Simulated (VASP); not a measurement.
# KTaO3 (P4/mmm) in VASP: a series of runs

The runs below take KTaO3 through single point, with PBEsol.

Program: VASP 6.6.1. These are calculated values, not measurements. Logs are shortened: lines on timing, memory, paths and dates and some standing lists are left out, and cuts for length are marked.

## (1) The cell of the first run

It takes space group P4/mmm (No. 123, tetragonal). The conventional cell has a = 3.988 Å, b = 3.988 Å, c = 3.589 Å, α = 90.00°, β = 90.00°, γ = 90.00°. K (site symmetry 4/mmm) has 12 O at 2.68 to 2.82 Å and 8 Ta at 3.34 Å and 2 K at 3.59 Å within 3.6 Å. Within 2.4 Å of Ta (site symmetry 4/mmm) lie 6 O at 1.79 to 1.99 Å. O (site symmetry 4/mmm) has 2 Ta at 1.79 Å within 2.4 Å. O (site symmetry mmm) has 2 Ta at 1.99 Å and 4 K at 2.68 Å and 4 O at 2.68 Å within 2.7 Å.

## (2) Single point, PBEsol (strain -0.1000 x Voigt [1, 0, 0, 0, 0, 0])

Input file INCAR:

```
SYSTEM = KTaO3
ALGO = Normal ; EDIFF = 1E-7
ENCUT = 520 ; GGA = PS
ISIF = 2 ; ISMEAR = 0
LASPH = .True. ; LCHARG = .False.
LREAL = .False. ; LWAVE = .False.
NBANDS = 27 ; NELM = 60
PREC = Accurate ; SIGMA = 0.05
```

Input file KPOINTS:

```
k-points
0
Gamma
  8 8 8
  0 0 0
```

Input file POSCAR:

```
KTaO3
1.0
    3.5894700000      0.0000000000      0.0000000000
    0.0000000000      3.9883000000      0.0000000000
    0.0000000000      0.0000000000      3.9883000000
K Ta O
1 1 3
Direct
    0.5000000000      0.5000000000      0.5000000000
    0.0000000000      0.0000000000      0.0000000000
    0.5000000000      0.0000000000      0.0000000000
    0.0000000000      0.5000000000      0.0000000000
    0.0000000000      0.0000000000      0.5000000000
```

Potentials or basis: VASP PAW PBE potentials, release 64 (K_sv, Ta_pv, O).

Run with:

```sh
$ cat potpaw_PBE.64/K_sv/POTCAR potpaw_PBE.64/Ta_pv/POTCAR potpaw_PBE.64/O/POTCAR > POTCAR
$ mpirun -np 1 vasp_std > vasp.out
```

OUTCAR:

```text
SYSTEM = KTaO3
   EDIFF = 1E-7
   ENCUT = 520
   GGA = PS
   ISIF = 2
   ISMEAR = 0
   LASPH = .True.
   LREAL = .False.
   NELM = 60
   PREC = Accurate

 ion  position               nearest neighbor table
   1  0.500  0.500  0.500-   4 2.68   5 2.68   4 2.68   5 2.68   4 2.68   5 2.68   4 2.68   5 2.68
                             3 2.82   3 2.82   3 2.82   3 2.82   2 3.34   2 3.34   2 3.34   2 3.34
   2  0.000  0.000  0.000-   3 1.79   3 1.79   5 1.99   5 1.99   4 1.99   4 1.99   1 3.34   1 3.34
                             1 3.34   1 3.34   1 3.34   1 3.34   1 3.34   1 3.34
   3  0.500  0.000  0.000-   2 1.79   2 1.79   1 2.82   1 2.82   1 2.82   1 2.82
   4  0.000  0.500  0.000-   2 1.99   2 1.99   1 2.68   1 2.68   1 2.68   1 2.68
   5  0.000  0.000  0.500-   2 1.99   2 1.99   1 2.68   1 2.68   1 2.68   1 2.68

  LATTYP: Found a simple tetragonal cell.
 ALAT       =     3.9883000000
 C/A-ratio  =     0.9000000000

  Lattice vectors:

 A1 = (   0.0000000000,   3.9883000000,   0.0000000000)
 A2 = (   0.0000000000,   0.0000000000,   3.9883000000)
 A3 = (   3.5894700000,   0.0000000000,   0.0000000000)

Analysis of symmetry for initial positions (statically):
=====================================================================
 Subroutine PRICEL returns:
 Original cell was already a primitive cell.

 Routine SETGRP: Setting up the symmetry group for a
 simple tetragonal supercell.

 Subroutine GETGRP returns: Found 16 space group operations
 (whereof 16 operations were pure point group operations)
 out of a pool of 16 trial point group operations.

The static configuration has the point symmetry D_4h.

Analysis of symmetry for dynamics (positions and initial velocities):
=====================================================================
 Subroutine PRICEL returns:
 Original cell was already a primitive cell.

 Routine SETGRP: Setting up the symmetry group for a
 simple tetragonal supercell.

 Subroutine GETGRP returns: Found 16 space group operations
 (whereof 16 operations were pure point group operations)
 out of a pool of 16 trial point group operations.

The dynamic configuration has the point symmetry D_4h.

 Subroutine INISYM returns: Found 16 space group operations
 (whereof 16 operations are pure point group operations),
 and found     1 'primitive' translations

[... 100 lines left out ...]
   EDIFF  = 0.1E-06   stopping-criterion for ELM
   LREAL  =      F    real-space projection
   EDIFFG = 0.1E-05   stopping-criterion for IOM
   NSW    =      0    number of steps for IOM
   IBRION =     -1    ionic relax: 0-MD 1-quasi-New 2-CG
   NFREE  =      0    steps in history (QN), initial steepest desc. (CG)
   ISIF   =      2    stress and relaxation
   ISYM   =      2    0-nonsym 1-usesym 2-fastsym
   POTIM  = 0.5000    time-step for ionic-motion
   TEBEG  =    0.0;   TEEND  =   0.0 temperature during run
   PSTRESS=    0.0 pullay stress
   NELECT =      38.0000    total number of electrons
   NUPDOWN=      -1.0000    fix difference up-down
   EMIN   =  10.00;   EMAX   =-10.00  energy-range for DOS
   EFERMI =   0.00;   METHOD = LEGACY
   ISMEAR =     0;   SIGMA  =   0.05  broadening in eV -4-tet -1-fermi 0-gaus
   EFERMI_NEDOS =   21; number of points for ismear=-14 and -15
   IALGO  =     38    algorithm
   IMIX   =      4    mixing-type and parameters
     AMIX     =   0.40;   BMIX     =  1.00
     AMIX_MAG =   1.60;   BMIX_MAG =  1.00
  volume/ion in A,a.u.               =      11.42        77.06
  Fermi-wavevector in a.u.,A,eV,Ry     =   1.429335  2.701052 27.796684  2.042999
  Thomas-Fermi vector in A             =   2.549300
   LORBIT       =      0    0 simple, 1 ext, 2 COOP (PROOUT), +10 PAW based schemes
   GGA     = PS    functional components
   LHFCALC =     F    Hartree Fock is set to
   AEXX    =    0.0000 exact exchange contribution
   IVDW    =     0    specifies the selected vdW correction
   LEPSILON=     F    determine dielectric tensor
   LRPA    =     F    only Hartree local field effects (RPA)
 non-spin polarized calculation
 Gauss-broadening in eV      SIGMA  =   0.05
  energy-cutoff  :      520.00
  volume of cell :       57.10
 maximum number of plane-waves:      1565
 NGX is ok and might be reduce to    28
   NGX = 13   NGY = 15   NGZ = 15

 number of electron      37.9999990 magnetization

 Free energy of the ion-electron system (eV)
  ---------------------------------------------------
  ext. energy  EPLUGINS =         0.00000000
  ---------------------------------------------------
  free energy    TOTEN  =       -41.58249912 eV

  energy without entropy =      -41.58249912  energy(sigma->0) =      -41.58249912

 E-fermi :   2.7216     XC(G=0): -11.7005

 val. band max:        2.4663892993   @ k =   0.5000   0.5000   0.5000
 cond. band min:       4.5457193410   @ k =   0.0000   0.0000   0.0000
 fundamental gap:      2.0793300416
 Fermi energy:         2.7215677769

 k-point     1 :       0.0000    0.0000    0.0000
  band No.  band energies     occupation
      1     -31.4946      2.00000
      2     -31.0999      2.00000
      3     -31.0999      2.00000
      4     -24.6108      2.00000
      5     -16.2186      2.00000
      6     -14.6043      2.00000
[... 709 lines left out ...]
     26      13.9578      0.00000
     27      14.2441      0.00000

 [... further k-points ...]

------------------------ aborting loop because EDIFF is reached ----------------------------------------

  FORCE on cell =-STRESS in cart. coord.  units (eV):
  Direction    XX          YY          ZZ          XY          YZ          ZX
  --------------------------------------------------------------------------------------
  -------------------------------------------------------------------------------------
  Total       28.4522562      3.6848876      3.6848876      0.0000000      0.0000000     -0.0000000
  in kB      798.4014714    103.4019830    103.4019830      0.0000000      0.0000000     -0.0000000
  external PRESSURE =     335.0684792 kB  Pullay stress =       0.0000000 kB

 VOLUME and BASIS-vectors are now :
 -----------------------------------------------------------------------------
  energy-cutoff  :      520.00
  volume of cell :       57.10
      direct lattice vectors                 reciprocal lattice vectors
     3.589470000  0.000000000  0.000000000     0.278592661  0.000000000  0.000000000
     0.000000000  3.988300000  0.000000000     0.000000000  0.250733395  0.000000000
     0.000000000  0.000000000  3.988300000     0.000000000  0.000000000  0.250733395

 POSITION                                       TOTAL-FORCE (eV/Angst)
 -----------------------------------------------------------------------------------
      1.79473      1.99415      1.99415         0.000000      0.000000      0.000000
      0.00000      0.00000      0.00000         0.000000      0.000000      0.000000
      1.79473      0.00000      0.00000         0.000000      0.000000      0.000000
      0.00000      1.99415      0.00000         0.000000      0.000000      0.000000
      0.00000      0.00000      1.99415         0.000000      0.000000      0.000000
 -----------------------------------------------------------------------------------
    total drift:                               -0.000000      0.000000     -0.000000

  FREE ENERGIE OF THE ION-ELECTRON SYSTEM (eV)
  ---------------------------------------------------
  free  energy   TOTEN  =       -41.5824991233 eV

  energy  without entropy=      -41.5824991233  energy(sigma->0) =      -41.58249912
```

Run time: 96 s. Hardware: 1 thread of Intel Xeon Platinum 8559C (Emerald Rapids), shared host; peak memory 0.24 GiB.

What came out:

| Property | Result |
| --- | --- |
| Free energy | -41.5825 eV |
| Pressure | 33.5 GPa |
| Band gap on the k mesh | 2.08 eV (least direct gap 2.39 eV) |

Stress tensor (GPa, compression positive):
```
79.84  0.00  0.00
 0.00 10.34  0.00
 0.00  0.00 10.34
```

Levels at points of the mesh, in eV from the valence-band top:
```
           k point  band 15  band 16  band 17  band 18  band 19  band 20  band 21  band 22  band 23  band 24
(0.00, 0.00, 0.00)    -1.40    -0.87    -0.59    -0.59    -0.31     2.08     2.30     2.30     6.68     7.04
(0.50, 0.00, 0.00)    -2.36    -2.22    -1.77    -0.81    -0.81     2.45     6.84     6.84     7.13     9.15
(0.00, 0.50, 0.00)    -2.30    -1.79    -1.77    -0.98    -0.54     2.46     5.13     5.14     7.55     9.15
(0.50, 0.50, 0.00)    -2.96    -1.51    -1.35    -1.22    -0.21     5.25     6.84     7.80     8.04    10.46
(0.00, 0.50, 0.50)    -2.66    -2.41    -2.41    -0.98    -0.11     5.17     5.17     6.43     9.78    10.20
(0.50, 0.50, 0.50)    -4.98    -3.52    -0.08    -0.08     0.00     6.73     7.99     7.99     8.52     9.20
```

Caveat: the cell differs from its parent crystal (strain -0.1000 x Voigt [1, 0, 0, 0, 0, 0]); the cell stands under pressure; the PAW data sets were made with another functional, which shifts forces and pressure a little; spin-orbit coupling is left out, which moves the levels of the heavy elements. A k mesh can miss the band edges.

## (3) Single point, PBEsol (strain +0.0750 x Voigt [1, 0, 0, 0, 0, 0])

Input file INCAR:

```
PREC     = Accurate       # precision mode
ENCUT    = 520            # plane-wave cutoff, eV
EDIFF    = 1E-6           # SCF threshold, eV
ISMEAR   = 0              # smearing method
SIGMA    = 0.05           # smearing width, eV
LREAL    = False          # projectors in reciprocal space
LASPH    = True           # aspherical terms in the spheres
NELM     = 80             # most SCF steps
ALGO     = Normal         # electronic algorithm
ISIF     = 2              # what is computed and relaxed
LWAVE    = False          # write WAVECAR
LCHARG   = False          # write CHGCAR
GGA      = PS             # functional
NBANDS   = 27             # bands
```

Input file KPOINTS:

```
regular mesh
0
Gamma
  8 8 8
```

Changes to POSCAR since step 2:

```diff
@@ -2,3 +2,3 @@
 1.0
-    3.5894700000      0.0000000000      0.0000000000
+    4.2874225000      0.0000000000      0.0000000000
     0.0000000000      3.9883000000      0.0000000000
```

Potentials or basis: VASP PAW PBE potentials, release 64 (K_sv, Ta_pv, O).

Run with:

```sh
$ cat potpaw_PBE.64/K_sv/POTCAR potpaw_PBE.64/Ta_pv/POTCAR potpaw_PBE.64/O/POTCAR > POTCAR
$ mpirun -np 1 vasp_std > vasp.out
```

Run time: 69 s. Hardware: 1 thread of Intel Xeon Platinum 8559C (Emerald Rapids), shared host; peak memory 0.26 GiB.

Results (log left out):

```
Free energy            : -42.5429 eV
Pressure               : -10.7 GPa
Band gap on the k mesh : 1.84 eV (least direct gap 2.36 eV)
```

Stress tensor (GPa, compression positive):
```
-22.79   0.00   0.00
  0.00  -4.61   0.00
  0.00   0.00  -4.61
```

Levels at points of the mesh, in eV from the valence-band top:
```csv
k point,band 17,band 18,band 19,band 20,band 21,band 22
"(0.00, 0.00, 0.00)",-0.71,-0.52,-0.52,1.84,1.84,1.92
"(0.50, 0.00, 0.00)",-1.58,-1.01,-1.01,2.01,3.94,3.94
"(0.00, 0.50, 0.00)",-1.27,-0.91,-0.71,2.00,4.74,4.75
"(0.50, 0.50, 0.00)",-1.69,-1.67,-0.09,3.98,4.77,5.54
"(0.00, 0.50, 0.50)",-0.96,-0.96,-0.16,4.78,4.78,5.63
"(0.50, 0.50, 0.50)",-0.14,0.00,0.00,5.64,5.64,6.17
```

Caveat: the cell differs from its parent crystal (strain +0.0750 x Voigt [1, 0, 0, 0, 0, 0]); the cell stands under tension; the PAW data sets were made with another functional, which shifts forces and pressure a little; spin-orbit coupling is left out, which moves the levels of the heavy elements.

## (4) Single point, PBEsol (strain +0.1000 x Voigt [1, 0, 0, 0, 0, 0])

Input file INCAR:

```
SYSTEM = KTaO3
ALGO     = Normal         ! electronic algorithm
EDIFF    = 1E-6           ! SCF threshold, eV
ENCUT    = 520            ! plane-wave cutoff, eV
GGA      = PS             ! functional
ISIF     = 2              ! what is computed and relaxed
ISMEAR   = 0              ! smearing method
LASPH    = .TRUE.         ! aspherical terms in the spheres
LCHARG   = .FALSE.        ! write CHGCAR
LREAL    = .FALSE.        ! projectors in reciprocal space
LWAVE    = .FALSE.        ! write WAVECAR
NBANDS   = 27             ! bands
NELM     = 100            ! most SCF steps
PREC     = Accurate       ! precision mode
SIGMA    = 0.05           ! smearing width, eV
```

Input file KPOINTS:

```
k-points
0
G
  8 8 8
  0 0 0
```

Changes to POSCAR since step 3:

```diff
@@ -2,3 +2,3 @@
 1.0
-    4.2874225000      0.0000000000      0.0000000000
+    4.3871300000      0.0000000000      0.0000000000
     0.0000000000      3.9883000000      0.0000000000
```

Potentials or basis: VASP PAW PBE potentials, release 64 (K_sv, Ta_pv, O).

Run with:

```sh
$ cat potpaw_PBE.64/K_sv/POTCAR potpaw_PBE.64/Ta_pv/POTCAR potpaw_PBE.64/O/POTCAR > POTCAR
$ mpirun -np 1 vasp_std > vasp.out
```

OUTCAR:

```text
SYSTEM = KTaO3
   EDIFF = 1E-6
   ENCUT = 520
   GGA = PS
   ISIF = 2
   ISMEAR = 0
   LASPH = .TRUE.
   LREAL = .FALSE.
   NELM = 100
   PREC = Accurate

 ion  position               nearest neighbor table
   1  0.500  0.500  0.500-   3 2.82   3 2.82   3 2.82   3 2.82   2 3.57   2 3.57   2 3.57   2 3.57
                             2 3.57   2 3.57   2 3.57   2 3.57
   2  0.000  0.000  0.000-   4 1.99   5 1.99   5 1.99   4 1.99   3 2.19   3 2.19   1 3.57   1 3.57
                             1 3.57   1 3.57   1 3.57   1 3.57   1 3.57   1 3.57
   3  0.500  0.000  0.000-   2 2.19   2 2.19   1 2.82   1 2.82   1 2.82   1 2.82
   4  0.000  0.500  0.000-   2 1.99   2 1.99
   5  0.000  0.000  0.500-   2 1.99   2 1.99

  LATTYP: Found a simple tetragonal cell.
 ALAT       =     3.9883000000
 C/A-ratio  =     1.1000000000

  Lattice vectors:

 A1 = (   0.0000000000,   3.9883000000,   0.0000000000)
 A2 = (   0.0000000000,   0.0000000000,   3.9883000000)
 A3 = (   4.3871300000,   0.0000000000,   0.0000000000)

Analysis of symmetry for initial positions (statically):
[... 175 lines left out ...]
  ---------------------------------------------------
  free energy    TOTEN  =       -42.29830057 eV

  energy without entropy =      -42.29830057  energy(sigma->0) =      -42.29830057

 E-fermi :   1.3625     XC(G=0): -10.6388

 val. band max:        1.1258372781   @ k =   0.5000   0.5000   0.5000
 cond. band min:       2.8788713172   @ k =   0.0000   0.0000   0.0000
 fundamental gap:      1.7530340391
 Fermi energy:         1.3625230498

 k-point     1 :       0.0000    0.0000    0.0000
  band No.  band energies     occupation
      1     -33.4755      2.00000
      2     -33.4755      2.00000
      3     -33.4160      2.00000
      4     -26.1326      2.00000
      5     -16.4422      2.00000
      6     -15.8897      2.00000
[... 709 lines left out ...]
     26      11.2527      0.00000
     27      11.3522      0.00000

 [... further k-points ...]
[... 5 lines left out ...]
  --------------------------------------------------------------------------------------
  -------------------------------------------------------------------------------------
  Total      -11.6573662     -2.5466633     -2.5466633      0.0000000      0.0000000      0.0000000
  in kB     -267.6423789    -58.4690414    -58.4690414      0.0000000      0.0000000      0.0000000
  external PRESSURE =    -128.1934872 kB  Pullay stress =       0.0000000 kB

 VOLUME and BASIS-vectors are now :
 -----------------------------------------------------------------------------
  energy-cutoff  :      520.00
  volume of cell :       69.78
      direct lattice vectors                 reciprocal lattice vectors
     4.387130000  0.000000000  0.000000000     0.227939450  0.000000000  0.000000000
     0.000000000  3.988300000  0.000000000     0.000000000  0.250733395  0.000000000
     0.000000000  0.000000000  3.988300000     0.000000000  0.000000000  0.250733395

 POSITION                                       TOTAL-FORCE (eV/Angst)
 -----------------------------------------------------------------------------------
      2.19356      1.99415      1.99415         0.000000      0.000000      0.000000
      0.00000      0.00000      0.00000         0.000000      0.000000      0.000000
      2.19356      0.00000      0.00000         0.000000      0.000000      0.000000
      0.00000      1.99415      0.00000         0.000000      0.000000      0.000000
      0.00000      0.00000      1.99415         0.000000      0.000000      0.000000
 -----------------------------------------------------------------------------------
    total drift:                                0.000000      0.000000     -0.000000

  FREE ENERGIE OF THE ION-ELECTRON SYSTEM (eV)
  ---------------------------------------------------
  free  energy   TOTEN  =       -42.2983005728 eV

  energy  without entropy=      -42.2983005728  energy(sigma->0) =      -42.29830057
```

stdout:

```text
POSCAR found type information on POSCAR K TaO
 POSCAR found :  3 types and       5 ions
 scaLAPACK will be used
 -----------------------------------------------------------------------------
|                                                                             |
|                                                                             |
|     You enforced a specific xc type in the INCAR file but a different       |
|     I HOPE YOU KNOW WHAT YOU ARE DOING!                                     |
|                                                                             |
 -----------------------------------------------------------------------------

 LDA part: xc-table for (Slater+PW92), standard interpolation
 POSCAR, INCAR and KPOINTS ok, starting setup
 FFT: planning ... GRIDC
 FFT: planning ... GRID_SOFT
 FFT: planning ... GRID
 WAVECAR not read
 entering main loop
```

It took 79 s on 1 thread of Intel Xeon Platinum 8559C (Emerald Rapids), shared host; peak memory 0.27 GiB.

What came out:

| Property | Result |
| --- | --- |
| Free energy | -42.2983 eV |
| Pressure | -12.8 GPa |
| Band gap on the k mesh | 1.75 eV (least direct gap 2.19 eV) |

Caveat: the cell differs from its parent crystal (strain +0.1000 x Voigt [1, 0, 0, 0, 0, 0]); the cell stands under tension; the PAW data sets were made with another functional, which shifts forces and pressure a little; spin-orbit coupling is left out, which moves the levels of the heavy elements. A k mesh can miss the band edges.

## (5) Overview

```tsv
cell	gap on the mesh (eV)	pressure (GPa)
a = 3.589, b = 3.988, c = 3.988 Å, 5 atoms	2.08	33.5
a = 4.287, b = 3.988, c = 3.988 Å, 5 atoms	1.84	-10.7
a = 4.387, b = 3.988, c = 3.988 Å, 5 atoms	1.75	-12.8
```

Alike in all rows: task single point; level PBEsol; potentials or basis VASP PAW PBE potentials, release 64 (K_sv, Ta_pv, O); no spin polarisation; k mesh 8 × 8 × 8; cutoff (eV) 520; smearing gaussian 0.05 eV.

Caveats: the PAW data sets were made with another functional, which shifts forces and pressure a little; spin-orbit coupling is left out, which moves the levels of the heavy elements; the cell stands under tension (at least some runs); the cell stands under pressure (at least some runs).

Total energies depend on the potentials used, so only differences within one code and one set of settings carry meaning.
